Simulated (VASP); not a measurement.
# Al3GaN4 (Pm) in VASP: further runs

Al3GaN4 is run at these levels: PBEsol; tasks: relaxation of shape and atoms at fixed volume.

Everything below comes from runs of VASP 6.6.1. Logs are shortened: lines on timing, memory, paths and dates and some standing lists are left out, and cuts for length are marked.

## 1. The cell of the first run

The structure is monoclinic, space group Pm (No. 6). The conventional cell has a = 4.992 Å, b = 3.098 Å, c = 5.363 Å, α = 90.00°, β = 90.03°, γ = 90.00°. Al (site symmetry m) has 4 N at 1.86 to 1.89 Å within 2.5 Å. Within 2.5 Å of Al (site symmetry m) lie 4 N at 1.88 Å. Al (site symmetry m) has 4 N at 1.88 to 1.89 Å within 2.5 Å. Within 2.5 Å of Ga (site symmetry m) lie 4 N at 1.91 to 1.94 Å. Within 2.5 Å of N (site symmetry m) lie 3 Al at 1.88 Å and 1 Ga at 1.94 Å. Within 2.5 Å of N (site symmetry m) lie 4 Al at 1.88 to 1.89 Å. Within 2.5 Å of N (site symmetry m) lie 2 Al at 1.86 to 1.88 Å and 2 Ga at 1.91 Å. Within 2.5 Å of N (site symmetry m) lie 3 Al at 1.87 to 1.89 Å and 1 Ga at 1.93 Å.

## 2. Relaxation of shape and atoms at fixed volume, PBEsol (10.37 Å³/atom)

Contents of INCAR:

```
PREC = Accurate
ENCUT = 600
EDIFF = 1E-7
ISMEAR = 0
SIGMA = 0.02
LREAL = F
LASPH = T
NELM = 100
ALGO = Normal
ISIF = 4
LWAVE = F
LCHARG = F
GGA = PS
IBRION = 2
NSW = 50
EDIFFG = -0.01
```

Contents of KPOINTS:

```
Automatic mesh
0
Gamma
  6 8 4
```

Contents of POSCAR:

```
Al3GaN4
1.0
    4.9924609732      0.0000000000      0.0001138291
    0.0000000000      3.0984548276      0.0000000000
   -0.0032035652      0.0000000000      5.3632610141
Al Ga N
3 1 4
Direct
    0.5002300423      0.5000000000      0.1673295664
    0.0009207036      0.5000000000      0.8348055932
    0.0010880650      0.0000000000      0.3316926342
    0.4994217138      0.0000000000      0.6662009016
    0.1111724737      0.0000000000      0.6663292503
    0.1224543238      0.5000000000      0.1671578647
    0.6251234799      0.5000000000      0.8401923551
    0.6231881979      0.0000000000      0.3262928345
```

Potentials or basis: VASP PAW PBE potentials, release 64 (Al, Ga_d, N).

The run is started by

```sh
cat potpaw_PBE.64/Al/POTCAR potpaw_PBE.64/Ga_d/POTCAR potpaw_PBE.64/N/POTCAR > POTCAR
mpirun -np 1 vasp_std > vasp.out
```

OUTCAR:

```text
PREC = Accurate
   ENCUT = 600
   EDIFF = 1E-7
   ISMEAR = 0
   LREAL = F
   LASPH = T
   NELM = 100
   ISIF = 4
   GGA = PS
   IBRION = 2
   NSW = 50
   EDIFFG = -0.01

 ion  position               nearest neighbor table
   1  0.500  0.500  0.167-   7 1.86   8 1.87   8 1.87   6 1.89   2 3.06   3 3.06   3 3.06   3 3.07
                             3 3.07   2 3.07   4 3.09   4 3.09   4 3.10   4 3.10
   2  0.001  0.500  0.835-   5 1.88   5 1.88   7 1.88   6 1.88   1 3.06   4 3.07   4 3.07   1 3.07
                             4 3.08   4 3.08   3 3.08   3 3.08   3 3.11   3 3.11
   3  0.001  0.000  0.332-   5 1.88   6 1.88   6 1.88   8 1.89   1 3.06   1 3.06   4 3.07   1 3.07
                             1 3.07   4 3.08   2 3.08   2 3.08   2 3.11   2 3.11
   4  0.499  0.000  0.666-   7 1.91   7 1.91   8 1.93   5 1.94   3 3.07   2 3.07   2 3.07   2 3.08
                             2 3.08   3 3.08   1 3.09   1 3.09   1 3.10   1 3.10
   5  0.111  0.000  0.666-   2 1.88   2 1.88   3 1.88   4 1.94
   6  0.122  0.500  0.167-   2 1.88   3 1.88   3 1.88   1 1.89
   7  0.625  0.500  0.840-   1 1.86   2 1.88   4 1.91   4 1.91
   8  0.623  0.000  0.326-   1 1.87   1 1.87   3 1.89   4 1.93

  LATTYP: Found a simple monoclinic cell.
 ALAT       =     4.9924609745
 B/A-ratio  =     0.6206267497
 C/A-ratio  =     1.0742721873
 COS(beta)  =    -0.0005745164

  Lattice vectors:

 A1 = (   4.9924609732,   0.0000000000,   0.0001138291)
 A2 = (   0.0000000000,   3.0984548276,   0.0000000000)
 A3 = (  -0.0032035652,   0.0000000000,   5.3632610141)

Analysis of symmetry for initial positions (statically):
=====================================================================
 Subroutine PRICEL returns:
 Original cell was already a primitive cell.

 Routine SETGRP: Setting up the symmetry group for a
 simple monoclinic supercell.

 Subroutine GETGRP returns: Found  2 space group operations
 (whereof  2 operations were pure point group operations)
 out of a pool of  4 trial point group operations.

The static configuration has the point symmetry C_1h.

Analysis of symmetry for dynamics (positions and initial velocities):
=====================================================================
 Subroutine PRICEL returns:
 Original cell was already a primitive cell.

 Routine SETGRP: Setting up the symmetry group for a
 simple monoclinic supercell.

 Subroutine GETGRP returns: Found  2 space group operations
 (whereof  2 operations were pure point group operations)
 out of a pool of  4 trial point group operations.

The dynamic configuration has the point symmetry C_1h.

 Subroutine INISYM returns: Found  2 space group operations
 (whereof  2 operations are pure point group operations),
 and found     1 'primitive' translations

----------------------------------------------------------------------------------------

                                     Primitive cell

  volume of cell :      82.9638

  direct lattice vectors                    reciprocal lattice vectors
     4.992460973  0.000000000  0.000113829     0.200302014  0.000000000  0.000119644
     0.000000000  3.098454828  0.000000000     0.000000000  0.322741513  0.000000000
    -0.003203565  0.000000000  5.363261014    -0.000004251  0.000000000  0.186453724

  length of vectors
     4.992460974  3.098454828  5.363261971     0.200302049  0.322741513  0.186453724

  position of ions in fractional coordinates (direct lattice)
     0.500230042  0.500000000  0.167329566
     0.000920704  0.500000000  0.834805593
     0.001088065  0.000000000  0.331692634
     0.499421714  0.000000000  0.666200902
     0.111172474  0.000000000  0.666329250
     0.122454324  0.500000000  0.167157865
     0.625123480  0.500000000  0.840192355
     0.623188198  0.000000000  0.326292835

  ion indices of the primitive-cell ions
   primitive index   ion index
                 1           1
                 2           2
                 3           3
                 4           4
                 5           5
                 6           6
                 7           7
                 8           8

----------------------------------------------------------------------------------------

 KPOINTS: Automatic mesh

Automatic generation of k-mesh.
 Grid dimensions read from file:
 generate k-points for:    6    8    4

 Generating k-lattice:

  Cartesian coordinates                     Fractional coordinates (reciprocal lattice)
     0.033383669  0.000000000  0.000019941     0.166666667  0.000000000  0.000000000
     0.000000000  0.040342689  0.000000000     0.000000000  0.125000000  0.000000000
    -0.000001063  0.000000000  0.046613431     0.000000000  0.000000000  0.250000000

  Length of vectors
     0.033383675  0.040342689  0.046613431

  Shift w.r.t. Gamma in fractional coordinates (k-lattice)
     0.000000000  0.000000000  0.000000000

 Subroutine IBZKPT returns following result:
 ===========================================

 Found     70 irreducible k-points:

 Following reciprocal coordinates:
            Coordinates               Weight
  0.000000  0.000000  0.000000      1.000000
  0.166667  0.000000 -0.000000      2.000000
  0.333333  0.000000 -0.000000      2.000000
  0.500000  0.000000 -0.000000      1.000000
  0.000000  0.125000  0.000000      2.000000
  0.166667  0.125000 -0.000000      4.000000
[... 16 lines left out ...]
  0.333333  0.000000  0.250000      2.000000
  0.500000  0.000000  0.250000      2.000000
 [... further k-points ...]
   k-points           NKPTS =     70   k-points in BZ     NKDIM =     70   number of bands    NBANDS=     26
   number of dos      NEDOS =    301   number of ions     NIONS =      8
   total plane-waves  NPLWV =  53760
   dimension x,y,z NGX =    40 NGY =   28 NGZ =   48
   dimension x,y,z NGXF=    80 NGYF=   56 NGZF=   96
   ions per type =               3   1   4
   NGX,Y,Z   is equivalent  to a cutoff of  13.32, 15.02, 14.88 a.u.
   NGXF,Y,Z  is equivalent  to a cutoff of  26.64, 30.05, 29.76 a.u.
 SYSTEM =  unknown system
   PREC   = accura    normal or accurate (medium, high low for compatibility)
   ISTART =      0    job   : 0-new  1-cont  2-samecut
   ICHARG =      2    charge: 1-file 2-atom 10-const
   ISPIN  =      1    spin polarized calculation?
   LNONCOLLINEAR =      F non collinear calculations
   LSORBIT =      F    spin-orbit coupling
   LASPH  =      T    aspherical Exc in radial PAW
   ENCUT  =  600.0 eV  44.10 Ry    6.64 a.u.   9.97  6.19 10.71*2*pi/ulx,y,z
   NELM   =    100;   NELMIN=  2; NELMDL= -5     # of ELM steps
   EDIFF  = 0.1E-06   stopping-criterion for ELM
   LREAL  =      F    real-space projection
   EDIFFG = -.1E-01   stopping-criterion for IOM
   NSW    =     50    number of steps for IOM
   IBRION =      2    ionic relax: 0-MD 1-quasi-New 2-CG
   NFREE  =      1    steps in history (QN), initial steepest desc. (CG)
   ISIF   =      4    stress and relaxation
   ISYM   =      2    0-nonsym 1-usesym 2-fastsym
   POTIM  = 0.5000    time-step for ionic-motion
   TEBEG  =    0.0;   TEEND  =   0.0 temperature during run
   PSTRESS=    0.0 pullay stress
   NELECT =      42.0000    total number of electrons
   NUPDOWN=      -1.0000    fix difference up-down
   EMIN   =  10.00;   EMAX   =-10.00  energy-range for DOS
   EFERMI =   0.00;   METHOD = LEGACY
   ISMEAR =     0;   SIGMA  =   0.02  broadening in eV -4-tet -1-fermi 0-gaus
   EFERMI_NEDOS =   21; number of points for ismear=-14 and -15
   IALGO  =     38    algorithm
   IMIX   =      4    mixing-type and parameters
     AMIX     =   0.40;   BMIX     =  1.00
     AMIX_MAG =   1.60;   BMIX_MAG =  1.00
  volume/ion in A,a.u.               =      10.37        69.98
  Fermi-wavevector in a.u.,A,eV,Ry     =   1.304753  2.465626 23.162294  1.702381
  Thomas-Fermi vector in A             =   2.435668
   LORBIT       =      0    0 simple, 1 ext, 2 COOP (PROOUT), +10 PAW based schemes
   GGA     = PS    functional components
   LHFCALC =     F    Hartree Fock is set to
   AEXX    =    0.0000 exact exchange contribution
   IVDW    =     0    specifies the selected vdW correction
   LEPSILON=     F    determine dielectric tensor
   LRPA    =     F    only Hartree local field effects (RPA)
 conjugate gradient relaxation of ions
 non-spin polarized calculation
 Gauss-broadening in eV      SIGMA  =   0.02
  energy-cutoff  :      600.00
  volume of cell :       82.96
 maximum number of plane-waves:      2808
   NGX = 19   NGY = 13   NGZ = 21

--------------------------------------- Ionic step        1  -------------------------------------------

 number of electron      41.9999997 magnetization

 Free energy of the ion-electron system (eV)
  ---------------------------------------------------
  ext. energy  EPLUGINS =         0.00000000
  ---------------------------------------------------
  free energy    TOTEN  =       -60.02238375 eV

  energy without entropy =      -60.02238375  energy(sigma->0) =      -60.02238375

------------------------ aborting loop because EDIFF is reached ----------------------------------------

  FORCE on cell =-STRESS in cart. coord.  units (eV):
  Direction    XX          YY          ZZ          XY          YZ          ZX
  --------------------------------------------------------------------------------------
  -------------------------------------------------------------------------------------
  Total        3.1554286      3.2945009      3.2753442      0.0000000      0.0000000     -0.0069035
  in kB       60.9368722     63.6226019     63.2526517      0.0000000      0.0000000     -0.1333193
  external PRESSURE =      62.6040419 kB  Pullay stress =       0.0000000 kB
[... 111 lines left out ...]
  energy  without entropy=      -60.0224610461  energy(sigma->0) =      -60.02246105

--------------------------------------- Ionic step        4  -------------------------------------------

 number of electron      41.9999997 magnetization

 Free energy of the ion-electron system (eV)
  ---------------------------------------------------
  ext. energy  EPLUGINS =         0.00000000
  ---------------------------------------------------
  free energy    TOTEN  =       -60.02248416 eV

  energy without entropy =      -60.02248416  energy(sigma->0) =      -60.02248416

 E-fermi :   6.2312     XC(G=0): -11.4626

 val. band max:        6.0927700985   @ k =   0.0000   0.0000   0.0000
 cond. band min:       9.8291444034   @ k =   0.0000   0.0000   0.0000
 fundamental gap:      3.7363743049
 Fermi energy:         6.2312194032

 k-point     1 :       0.0000    0.0000    0.0000
  band No.  band energies     occupation
      1      -9.4614      2.00000
      2      -7.9668      2.00000
      3      -7.9236      2.00000
      4      -6.9940      2.00000
      5      -6.7024      2.00000
      6      -6.6059      2.00000
[... 685 lines left out ...]
     25      12.7991      0.00000
     26      14.6923      0.00000

 [... further k-points ...]

------------------------ aborting loop because EDIFF is reached ----------------------------------------

  FORCE on cell =-STRESS in cart. coord.  units (eV):
  Direction    XX          YY          ZZ          XY          YZ          ZX
  --------------------------------------------------------------------------------------
  -------------------------------------------------------------------------------------
  Total        3.2233069      3.2427568      3.2442195      0.0000000      0.0000000     -0.0011518
  in kB       62.2477201     62.6233332     62.6515795      0.0000000      0.0000000     -0.0222428
  external PRESSURE =      62.5075443 kB  Pullay stress =       0.0000000 kB
[... 23 lines left out ...]
  FREE ENERGIE OF THE ION-ELECTRON SYSTEM (eV)
  ---------------------------------------------------
  free  energy   TOTEN  =       -60.0224841584 eV

  energy  without entropy=      -60.0224841584  energy(sigma->0) =      -60.02248416

 reached required accuracy - stopping structural energy minimisation
```

Wall time 11 min (1 thread of Intel Xeon 8259CL, shared host); peak memory 0.35 GiB.

Results:

| Item | Value |
| --- | --- |
| Free energy | -60.0225 eV |
| Energy gained by relaxing | 0.0 meV/atom |
| Ionic steps | 4 |
| Pressure after relaxing | 6.3 GPa |
| Largest force after relaxing | 0.005 eV/Å |
| Band gap on the k mesh | 3.74 eV |

Forces in eV/Å, atoms in the order of the input:
```
Al  -0.001  0.000  0.000
Al  -0.005  0.000  0.000
Al  -0.001  0.000  0.000
Ga   0.002  0.000  0.001
N   -0.002  0.000  0.002
N    0.003  0.000 -0.002
N    0.003  0.000 -0.001
N    0.002  0.000 -0.001
```

The path:
```tsv
step	energy change (eV)	largest force (eV/Å)	pressure (GPa)	volume (Å³)
1	0.0000	0.0255	6.26	82.96
2	-0.0001	0.0190	6.26	82.96
3	-0.0001	0.0190	6.25	82.96
4	-0.0001	0.0054	6.25	82.96
```

Final structure:
```
CELL_PARAMETERS angstrom
4.98877 0.00000 -0.00007
0.00000 3.09987 0.00000
-0.00340 0.00000 5.36478
ATOMIC_POSITIONS crystal
Al 0.50045 0.50000 0.16742
Al 0.00122 0.50000 0.83487
Al 0.00128 0.00000 0.33160
Ga 0.49941 0.00000 0.66615
N 0.11099 0.00000 0.66628
N 0.12233 0.50000 0.16723
N 0.62489 0.50000 0.84009
N 0.62304 0.00000 0.32637
```

Caveat: the PAW data sets were made with another functional, which shifts forces and pressure a little. A k mesh can miss the band edges.

## 3. Relaxation of shape and atoms at fixed volume, PBEsol (11.01 Å³/atom)

This run uses another cell than the first one, of 11.01 Å³/atom.

Contents of INCAR:

```
  PREC = Accurate
  ENCUT = 600
  EDIFF = 1E-6
  ISMEAR = 0
  SIGMA = 0.02
  LREAL = False
  LASPH = True
  NELM = 80
  ALGO = Normal
  ISIF = 4
  LWAVE = False
  LCHARG = False
  GGA = PS
  IBRION = 2
  NSW = 50
  EDIFFG = -0.01
```

KPOINTS is that of step 2.

POSCAR, as its differences from that of step 2:

```diff
@@ -2,5 +2,5 @@
 1.0
-    4.9924609732      0.0000000000      0.0001138291
-    0.0000000000      3.0984548276      0.0000000000
-   -0.0032035652      0.0000000000      5.3632610141
+    5.0933459514      0.0000000000      0.0001161293
+    0.0000000000      3.1610667437      0.0000000000
+   -0.0032683011      0.0000000000      5.4716389209
 Al Ga N
```

Potentials or basis: VASP PAW PBE potentials, release 64 (Al, Ga_d, N).

The run is started by

```sh
cat potpaw_PBE.64/Al/POTCAR potpaw_PBE.64/Ga_d/POTCAR potpaw_PBE.64/N/POTCAR > POTCAR
mpirun -np 1 vasp_std > vasp.out
```

It took 9.8 min on 1 thread of Intel Xeon 8259CL, shared host; peak memory 0.35 GiB.

The run converged. Its results:

| Item | Value |
| --- | --- |
| Free energy | -60.0286 eV |
| Energy gained by relaxing | 0.0 meV/atom |
| Ionic steps | 4 |
| Pressure after relaxing | -5.7 GPa |
| Largest force after relaxing | 0.004 eV/Å |
| Band gap on the k mesh | 3.26 eV |

Forces in eV/Å, atoms in the order of the input:
```
Al  -0.002  0.000  0.001
Al   0.004  0.000  0.000
Al   0.002  0.000 -0.001
Ga  -0.002  0.000 -0.002
N   -0.001  0.000  0.000
N   -0.002  0.000  0.000
N    0.001  0.000  0.003
N    0.000  0.000 -0.001
```

Final structure:
```xyz
8
Lattice="5.0967 0.0000 0.0000 0.0000 3.1600 0.0000 -0.0034 0.0000 5.4699" Properties=species:S:1:pos:R:3 pbc="T T T"
Al    2.5486    1.5800    0.9150
Al    0.0006    1.5800    4.5660
Al    0.0036    0.0000    1.8147
Ga    2.5433    0.0000    3.6447
N     0.5659    0.0000    3.6449
N     0.6239    1.5800    0.9139
N     3.1834    1.5800    4.5953
N     3.1754    0.0000    1.7851
```

Levels at points of the mesh, in eV from the valence-band top:
| k point | band 19 | band 20 | band 21 | band 22 | band 23 | band 24 |
| --- | --- | --- | --- | --- | --- | --- |
| (0.00, 0.00, 0.00) | -0.08 | -0.01 | 0.00 | 3.26 | 5.33 | 5.76 |
| (0.50, 0.00, 0.00) | -0.62 | -0.32 | -0.27 | 4.68 | 5.09 | 5.44 |
| (0.00, 0.50, 0.00) | -1.77 | -1.52 | -1.46 | 5.58 | 5.59 | 7.44 |
| (0.50, 0.50, 0.00) | -1.15 | -1.13 | -0.89 | 5.97 | 6.33 | 6.35 |
| (0.00, 0.00, 0.50) | -0.52 | -0.40 | -0.21 | 5.28 | 5.57 | 6.77 |
| (0.50, 0.00, 0.50) | -1.11 | -1.09 | -0.74 | 5.70 | 5.98 | 6.14 |
| (0.00, 0.50, 0.50) | -1.81 | -0.76 | -0.62 | 5.07 | 5.50 | 5.68 |
| (0.50, 0.50, 0.50) | -1.40 | -1.38 | -1.17 | 4.55 | 4.98 | 5.03 |

Caveat: the PAW data sets were made with another functional, which shifts forces and pressure a little. A k mesh can miss the band edges.
